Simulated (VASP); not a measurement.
Write the native input for VASP 6.6.1 that does the following.

```
Task                   : single point
Functional             : r2SCAN
Potentials or basis    : VASP PAW PBE potentials, release 64 (Os, C)
Cutoff                 : 520 eV
k mesh                 : 10 × 10 × 10
Occupations            : gaussian, width 0.1 eV
Spin                   : no spin polarisation
Dipole correction      : no
Further INCAR settings : ALGO = Normal; EDIFF = 1e-06; NBANDS = 25
```

OsC2:

```xyz
6
Lattice="4.3404 0.0000 0.0000 0.0000 4.3404 0.0000 0.0000 0.0000 4.3404" Properties=species:S:1:pos:R:3 pbc="T T T"
Os    0.0000    0.0000    0.0000
Os    2.1702    2.1702    2.1702
C     1.0851    1.0851    1.0851
C     1.0851    3.2553    3.2553
C     3.2553    3.2553    1.0851
C     3.2553    1.0851    3.2553
```

One way to write it, as run:

POSCAR

```
OsC2
1.0
    4.3404040481      0.0000000000      0.0000000000
    0.0000000000      4.3404040481      0.0000000000
    0.0000000000      0.0000000000      4.3404040481
Os C
2 4
Direct
    0.0000000000      0.0000000000      0.0000000000
    0.5000000000      0.5000000000      0.5000000000
    0.2500000000      0.2500000000      0.2500000000
    0.2500000000      0.7500000000      0.7500000000
    0.7500000000      0.7500000000      0.2500000000
    0.7500000000      0.2500000000      0.7500000000
```

INCAR.step1

```
SYSTEM = OsC2
  PREC = Accurate
  ENCUT = 520
  ISMEAR = 0
  SIGMA = 0.1
  LREAL = .FALSE.
  LASPH = .TRUE.
  NELM = 100
  NBANDS = 25
  GGA = PE
  ALGO = Normal
  EDIFF = 1E-4
  LWAVE = .TRUE.
  LCHARG = .FALSE.
```

INCAR.step2

```
SYSTEM = OsC2
  PREC = Accurate
  ENCUT = 520
  EDIFF = 1E-6
  ISMEAR = 0
  SIGMA = 0.1
  LREAL = .FALSE.
  LASPH = .TRUE.
  NELM = 100
  ALGO = Normal
  ISIF = 2
  LWAVE = .FALSE.
  LCHARG = .FALSE.
  METAGGA = R2SCAN
  LMIXTAU = .TRUE.
  NBANDS = 25
  ISTART = 1
```

KPOINTS

```
Automatic mesh
0
G
  10 10 10
  0 0 0
```

Potentials or basis: VASP PAW PBE potentials, release 64 (Os, C).

Launch:

```sh
$ cat potpaw_PBE.64/Os/POTCAR potpaw_PBE.64/C/POTCAR > POTCAR
$ cp INCAR.step1 INCAR
$ mpirun -np 1 vasp_std > vasp.out
$ cp INCAR.step2 INCAR
$ mpirun -np 1 vasp_std > vasp.out
```

Results of the run:

| Quantity | Value |
| --- | --- |
| Pressure | 1.9 GPa |
| Band gap on the k mesh | zero (bands 16 and 17 overlap by 0.95 eV) |

Caveat: the PAW data sets were made with another functional, which shifts forces and pressure a little; spin-orbit coupling is left out, which moves the levels of the heavy elements.

Run time: 120 s on 1 thread of Intel(R) Xeon(R) 6975P-C (Granite Rapids), with other jobs on the host, peak memory 0.25 GiB.
